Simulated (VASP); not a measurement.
Here is a VASP 6.6.1 calculation.

File POSCAR:

```
BaTiO3
1.0
    4.0524349834      0.0000000000      0.0000000000
    0.0000000000      4.0524349834      0.0000000000
    0.0000000000      0.0000000000      4.0708744845
Ba Ti O
1 1 3
Direct
    0.0000000000      0.0000000000      0.0000000000
    0.5000000000      0.5000000000      0.4900000000
    0.0000000000      0.5000000000      0.5170000000
    0.5000000000      0.0000000000      0.5170000000
    0.5000000000      0.5000000000      0.0190000000
```

The input INCAR.step1:

```
SYSTEM = BaTiO3
PREC = Accurate
ENCUT = 520
ISMEAR = -1
SIGMA = 0.05
LREAL = .False.
LASPH = .True.
NELM = 80
NBANDS = 28
GGA = PE
ALGO = Normal
EDIFF = 1E-4
LWAVE = .True.
LCHARG = .False.
```

File INCAR.step2:

```
SYSTEM = BaTiO3
PREC = Accurate
ENCUT = 520
EDIFF = 1E-6
ISMEAR = -1
SIGMA = 0.05
LREAL = .False.
LASPH = .True.
NELM = 80
ALGO = Normal
ISIF = 2
LWAVE = .False.
LCHARG = .False.
METAGGA = R2SCAN
LMIXTAU = .True.
NBANDS = 28
ISTART = 1
```

KPOINTS

```
regular mesh
0
Gamma
  7 7 7
  0 0 0
```

Potentials or basis: VASP PAW PBE potentials, release 64 (Ba_sv, Ti_sv, O).

Command:

```console
$ cat potpaw_PBE.64/Ba_sv/POTCAR potpaw_PBE.64/Ti_sv/POTCAR potpaw_PBE.64/O/POTCAR > POTCAR
$ cp INCAR.step1 INCAR
$ mpirun -np 1 vasp_std > vasp.out
$ cp INCAR.step2 INCAR
$ mpirun -np 1 vasp_std > vasp.out
```

Q: What does it give for the pressure?

A: -5.4 GPa.

Q: Estimate the band gap on the k mesh.

A: 2.16 eV, indirect (least direct gap 2.39 eV).

Q: What does it give for the largest force?

A: 0.543 eV/Å.

Stress tensor (GPa, compression positive):
```
-5.66  0.00  0.00
 0.00 -5.66  0.00
 0.00  0.00 -4.86
```

Caveat: the PAW data sets were made with another functional, which shifts forces and pressure a little; spin-orbit coupling is left out, which moves the levels of the heavy elements. r2SCAN opens gaps a little over a GGA but as a rule still falls short of measured ones.
